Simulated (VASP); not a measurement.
Set up this calculation in VASP 6.6.1, as the native input.

- Task: single point
- Functional: PBE
- Potentials or basis: VASP PAW PBE potentials, release 64 (Zr_sv, W_sv, S)
- Cutoff: 520 eV
- k mesh: 8 × 8 × 8
- Occupations: gaussian, width 0.1 eV
- Spin: collinear spin, ferromagnetic start
- Starting moments: [0.0, 4.03, 0.0, 0.0, 0.0] μB
- Dipole correction: no
- Further INCAR settings: ALGO = Normal; EDIFF = 1e-06; NBANDS = 34

The structure of ZrWS3 lies in POSCAR:

```
ZrWS3
1.0
    4.9172394432      0.0000000000      0.0000000000
    0.0000000000      4.9172394432      0.0000000000
    0.0000000000      0.0000000000      4.9172394432
Zr W S
1 1 3
Direct
    0.5000000000      0.5000000000      0.5000000000
    0.0000000000      0.0000000000      0.0000000000
    0.5000000000      0.5000000000      0.0000000000
    0.0000000000      0.5000000000      0.5000000000
    0.5000000000      0.0000000000      0.5000000000
```

The input as run:

INCAR

```
SYSTEM = ZrWS3
ALGO = Normal ; EDIFF = 1E-6
ENCUT = 520 ; GGA = PE
ISIF = 2 ; ISMEAR = 0
ISPIN = 2 ; LASPH = .TRUE.
LCHARG = .TRUE. ; LELF = .TRUE.
LMAXMIX = 4 ; LORBIT = 11
LREAL = .FALSE. ; LVHAR = .TRUE.
LWAVE = .FALSE. ; MAGMOM = 0 4.03 0 0 0
NBANDS = 34 ; NELM = 150
PREC = Accurate ; SIGMA = 0.1
```

KPOINTS

```
k-points
0
G
  8 8 8
  0 0 0
```

Potentials or basis: VASP PAW PBE potentials, release 64 (Zr_sv, W_sv, S).

Launch:

```console
$ cat potpaw_PBE.64/Zr_sv/POTCAR potpaw_PBE.64/W_sv/POTCAR potpaw_PBE.64/S/POTCAR > POTCAR
$ mpirun -np 1 vasp_std > vasp.out
```

Results of the run:

```json
{
  "Pressure": "0.0 GPa",
  "Band gap on the k mesh": "zero (filled and empty bands overlap)",
  "Net moment": "4.00 μB per cell",
  "Site moments": "Zr +0.08; W +3.21; S -0.10 μB",
  "Valence electrons inside the program's atomic spheres": "Zr 9.78; W 11.49; S 3.74"
}
```

Caveat: spin-orbit coupling is left out, which moves the levels of the heavy elements.

Run time: 6.7 min on 1 thread of Oxide Virtual Turin-like Processor, with other jobs on the host, peak memory 0.4 GiB.
